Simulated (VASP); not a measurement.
# W in VASP: a series of runs

Runs on W. Level: PBE. Tasks: single point.

Program: VASP 6.6.1. These are calculated values, not measurements. Logs are shortened: lines on timing, memory, paths and dates and some standing lists are left out, and cuts for length are marked.

### 1 The cell of the first run

The structure is monoclinic, space group C2/m (No. 12). The conventional cell has a = 3.293 Å, b = 4.608 Å, c = 2.791 Å, α = 90.00°, β = 125.04°, γ = 90.00°. W (site symmetry 2/m) has 14 W at 2.79 to 3.29 Å within 3.7 Å.

### 2 Single point, PBE (strained)

File INCAR:

```
SYSTEM = W
ALGO = Fast
EDIFF = 1E-6
ENCUT = 520
GGA = PE
ISIF = 2
ISMEAR = 0
LASPH = .True.
LCHARG = .False.
LREAL = .False.
LWAVE = .False.
NBANDS = 13
NELM = 60
PREC = Accurate
SIGMA = 0.1
```

File KPOINTS:

```
k-points
0
Gamma
  16 16 16
  0 0 0
```

File POSCAR:

```
W
1.0
   -1.6466246240      1.6181287920      1.6405548840
    1.6241985320     -1.6047753640      1.6047753640
    1.6690507160      1.6272014560     -1.6272014560
W
1
Direct
    0.0000000000      0.0000000000      0.0000000000
```

Potentials or basis: VASP PAW PBE potentials, release 64 (W_sv).

Launch:

```
$ cat potpaw_PBE.64/W_sv/POTCAR > POTCAR
$ mpirun -np 1 vasp_std > vasp.out
```

OUTCAR:

```text
SYSTEM = W
   EDIFF = 1E-6
   ENCUT = 520
   GGA = PE
   ISIF = 2
   ISMEAR = 0
   LASPH = .True.
   LREAL = .False.
   NELM = 60
   PREC = Accurate

 ion  position               nearest neighbor table
   1  0.000  0.000  0.000-

  LATTYP: Found a base centered monoclinic cell.
 ALAT       =     3.2934019598
 B/A-ratio  =     1.3993052492
 C/A-ratio  =     0.8473947397
 COS(beta)  =    -0.5741226543

  Lattice vectors:

 A1 = (  -1.6466246240,   1.6181287920,   1.6405548840)
 A2 = (  -1.6466246240,  -1.6405548840,  -1.6181287920)
 A3 = (   1.6241985320,  -1.6047753640,   1.6047753640)

Analysis of symmetry for initial positions (statically):
=====================================================================
 Subroutine PRICEL returns:
 Original cell was already a primitive cell.

 Routine SETGRP: Setting up the symmetry group for a
 base centered monoclinic supercell.

 Subroutine GETGRP returns: Found  4 space group operations
 (whereof  4 operations were pure point group operations)
 out of a pool of  4 trial point group operations.

The static configuration has the point symmetry C_2h.

Analysis of symmetry for dynamics (positions and initial velocities):
=====================================================================
 Subroutine PRICEL returns:
 Original cell was already a primitive cell.

 Routine SETGRP: Setting up the symmetry group for a
 base centered monoclinic supercell.

 Subroutine GETGRP returns: Found  4 space group operations
 (whereof  4 operations were pure point group operations)
 out of a pool of  4 trial point group operations.

The dynamic configuration has the point symmetry C_2h.

 Subroutine INISYM returns: Found  4 space group operations
 (whereof  4 operations are pure point group operations),
 and found     1 'primitive' translations

----------------------------------------------------------------------------------------

                                     Primitive cell

  volume of cell :      17.3406

  direct lattice vectors                    reciprocal lattice vectors
    -1.646624624  1.618128792  1.640554884     0.000000000  0.306872375  0.306872375
     1.624198532 -1.604775364  1.604775364     0.305787357 -0.003389694  0.310262070
     1.669050716  1.627201456 -1.627201456     0.301572995  0.306047708  0.000824667

  length of vectors
     2.832160618  2.790811497  2.842762644     0.433983075  0.435637406  0.429665162

  position of ions in fractional coordinates (direct lattice)
[... 81 lines left out ...]
   IBRION =     -1    ionic relax: 0-MD 1-quasi-New 2-CG
   NFREE  =      0    steps in history (QN), initial steepest desc. (CG)
   ISIF   =      2    stress and relaxation
   ISYM   =      2    0-nonsym 1-usesym 2-fastsym
   POTIM  = 0.5000    time-step for ionic-motion
   TEBEG  =    0.0;   TEEND  =   0.0 temperature during run
   PSTRESS=    0.0 pullay stress
   NELECT =      14.0000    total number of electrons
   NUPDOWN=      -1.0000    fix difference up-down
   EMIN   =  10.00;   EMAX   =-10.00  energy-range for DOS
   EFERMI =   0.00;   METHOD = LEGACY
   ISMEAR =     0;   SIGMA  =   0.10  broadening in eV -4-tet -1-fermi 0-gaus
   EFERMI_NEDOS =   21; number of points for ismear=-14 and -15
   IALGO  =     68    algorithm
   IMIX   =      4    mixing-type and parameters
     AMIX     =   0.40;   BMIX     =  1.00
     AMIX_MAG =   1.60;   BMIX_MAG =  1.00
  volume/ion in A,a.u.               =      17.34       117.02
  Fermi-wavevector in a.u.,A,eV,Ry     =   1.524390  2.880680 31.616753  2.323766
  Thomas-Fermi vector in A             =   2.632704
   LORBIT       =      0    0 simple, 1 ext, 2 COOP (PROOUT), +10 PAW based schemes
   GGA     = PE    functional components
   LHFCALC =     F    Hartree Fock is set to
   AEXX    =    0.0000 exact exchange contribution
   IVDW    =     0    specifies the selected vdW correction
   LEPSILON=     F    determine dielectric tensor
   LRPA    =     F    only Hartree local field effects (RPA)
 non-spin polarized calculation
 RMM-DIIS sequential band-by-band and
 Gauss-broadening in eV      SIGMA  =   0.10
  energy-cutoff  :      520.00
  volume of cell :       17.34
 maximum number of plane-waves:       480
 NGX is ok and might be reduce to    24
   NGX = 11   NGY = 11   NGZ = 11

 number of electron      13.9999999 magnetization

 Free energy of the ion-electron system (eV)
  ---------------------------------------------------
  ext. energy  EPLUGINS =         0.00000000
  ---------------------------------------------------
  free energy    TOTEN  =       -12.88171221 eV

  energy without entropy =      -12.87898583  energy(sigma->0) =      -12.88034902

 E-fermi :  10.1961     XC(G=0): -13.1397

 val. band max:       10.1901312894   @ k =   0.4375   0.0000   0.0625
 cond. band min:      10.1973924585   @ k =  -0.2500   0.3125   0.1250
 fundamental gap:      0.0072611691
 Fermi energy:        10.1961131489

 k-point     1 :       0.0000    0.0000    0.0000
  band No.  band energies     occupation
      1     -64.1302      2.00000
      2     -27.8287      2.00000
      3     -27.8144      2.00000
      4     -27.7691      2.00000
      5       1.0555      2.00000
      6       8.8966      2.00000
      7       9.0960      2.00000
      8       9.2817      2.00000
      9      12.1292      0.00000
     10      12.3509      0.00000
     11      24.2204      0.00000
     12      24.6087      0.00000
     13      24.6576      0.00000
[... 354 lines left out ...]
  band No.  band energies     occupation
      1     -64.0418      2.00000
      2     -28.6746      2.00000
      3     -28.1444      2.00000
      4     -27.8672      2.00000
      5       4.9486      2.00000
      6       7.1020      2.00000
      7       9.2956      2.00000
      8      12.0617      0.00000
      9      13.2286      0.00000
     10      15.9162      0.00000
     11      19.8795      0.00000
     12      22.5668      0.00000
     13      25.4409      0.00000

 [... further k-points ...]
[... 5 lines left out ...]
  --------------------------------------------------------------------------------------
  -------------------------------------------------------------------------------------
  Total       -2.2513973     -1.8630744     -1.8630744     -0.1479030     -0.0843947      0.1479029
  in kB     -208.0169482   -172.1380079   -172.1380079    -13.6654419     -7.7976157     13.6654319
  external PRESSURE =    -184.0976547 kB  Pullay stress =       0.0000000 kB

 VOLUME and BASIS-vectors are now :
 -----------------------------------------------------------------------------
  energy-cutoff  :      520.00
  volume of cell :       17.34
      direct lattice vectors                 reciprocal lattice vectors
    -1.646624624  1.618128792  1.640554884     0.000000000  0.306872375  0.306872375
     1.624198532 -1.604775364  1.604775364     0.305787357 -0.003389694  0.310262070
     1.669050716  1.627201456 -1.627201456     0.301572995  0.306047708  0.000824667

 POSITION                                       TOTAL-FORCE (eV/Angst)
 -----------------------------------------------------------------------------------
      0.00000      0.00000      0.00000        -0.000000     -0.000000     -0.000000
 -----------------------------------------------------------------------------------
    total drift:                                0.000000      0.000000      0.000000

  FREE ENERGIE OF THE ION-ELECTRON SYSTEM (eV)
  ---------------------------------------------------
  free  energy   TOTEN  =       -12.8817122094 eV

  energy  without entropy=      -12.8789858307  energy(sigma->0) =      -12.88034902
```

stdout:

```text
POSCAR found type information on POSCAR W
 POSCAR found :  1 types and       1 ions
 scaLAPACK will be used
 LDA part: xc-table for (Slater+PW92), standard interpolation
 POSCAR, INCAR and KPOINTS ok, starting setup
 FFT: planning ... GRIDC
 FFT: planning ... GRID_SOFT
 FFT: planning ... GRID
 WAVECAR not read
 entering main loop
WARNING in EDDRMM: call to ZHEGV failed, returncode =   8  4     13
```

It took 78 s on 1 thread of Intel Xeon 6975P-C (Granite Rapids), shared host; peak memory 0.33 GiB.

Results:

* Free energy: -12.8817 eV
* Pressure: -18.4 GPa
* Band gap on the k mesh: zero (band 7 reaches 14.55 eV, above the bottom of band 8 at 9.26 eV)

Stress tensor (GPa, compression positive):
```
-20.80  -1.37   1.37
 -1.37 -17.21  -0.78
  1.37  -0.78 -17.21
```

Levels at points of the mesh, in eV from the Fermi level:
```csv
k point,band 5,band 6,band 7,band 8,band 9,band 10
"(0.00, 0.00, 0.00)",-9.14,-1.30,-1.10,-0.91,1.93,2.15
"(0.50, 0.00, 0.00)",-5.73,-3.31,0.41,2.09,2.89,5.34
"(0.00, 0.50, 0.00)",-5.71,-3.08,0.48,1.71,2.63,5.43
"(0.00, 0.00, 0.50)",-5.75,-3.15,0.27,1.88,2.83,5.27
"(0.00, 0.50, 0.50)",-5.70,-3.27,0.54,1.99,2.77,5.43
"(0.50, 0.50, 0.50)",-5.18,-5.14,4.36,4.47,4.76,7.29
```

Caveat: the cell differs from its parent crystal (strained); spin-orbit coupling is left out, which moves the levels of the heavy elements.

### 3 Single point, PBE (the cell strained at random)

File INCAR:

```
SYSTEM = W
PREC = Accurate
ENCUT = 520
EDIFF = 1E-7
ISMEAR = 0
SIGMA = 0.1
LREAL = .FALSE.
LASPH = .TRUE.
NELM = 80
ALGO = Fast
ISIF = 2
LWAVE = .FALSE.
LCHARG = .FALSE.
GGA = PE
NBANDS = 13
```

File KPOINTS:

```
regular mesh
0
G
  16 16 16
  0 0 0
```

File POSCAR:

```
W
1.0
   -1.6075866120      1.5891857160      1.6036253080
    1.5916136120     -1.5989292460      1.5973958380
    1.6078741260      1.5992167600     -1.6133688380
W
1
Direct
    0.0000000000      0.0000000000      0.0000000000
```

Potentials or basis: VASP PAW PBE potentials, release 64 (W_sv).

Launch:

```
$ cat potpaw_PBE.64/W_sv/POTCAR > POTCAR
$ mpirun -np 1 vasp_std > vasp.out
```

Wall time 2.8 min (1 thread of Intel Xeon 6975P-C (Granite Rapids), shared host); peak memory 0.5 GiB.

Results (log left out):

```
Free energy            : -12.9557 eV
Pressure               : -3.2 GPa
Band gap on the k mesh : zero (band 7 reaches 15.84 eV, above the bottom of band 8 at 9.95 eV)
```

Stress tensor (GPa, compression positive):
```
-3.46 -0.01  1.13
-0.01 -2.54  0.70
 1.13  0.70 -3.58
```

Levels at points of the mesh, in eV from the Fermi level:
```csv
k point,band 4,band 5,band 6,band 7,band 8,band 9,band 10,band 11
"(0.00, 0.00, 0.00)",-37.84,-9.50,-1.30,-1.23,-1.10,2.13,2.20,14.30
"(0.50, 0.00, 0.00)",-37.87,-6.11,-3.46,0.61,2.02,2.94,5.90,10.67
"(0.00, 0.50, 0.00)",-37.87,-6.11,-3.40,0.61,1.93,2.88,5.92,10.70
"(0.50, 0.50, 0.00)",-37.86,-6.12,-3.48,0.56,2.06,2.99,5.86,10.59
"(0.00, 0.00, 0.50)",-37.86,-6.12,-3.48,0.56,2.06,2.99,5.86,10.60
"(0.50, 0.00, 0.50)",-37.85,-6.13,-3.45,0.45,2.06,3.04,5.79,10.43
"(0.00, 0.50, 0.50)",-37.85,-6.12,-3.49,0.51,2.09,3.04,5.82,10.51
"(0.50, 0.50, 0.50)",-38.66,-5.64,-5.63,4.79,4.93,5.05,7.89,8.00
```

Caveat: the cell differs from its parent crystal (the cell strained at random); spin-orbit coupling is left out, which moves the levels of the heavy elements.
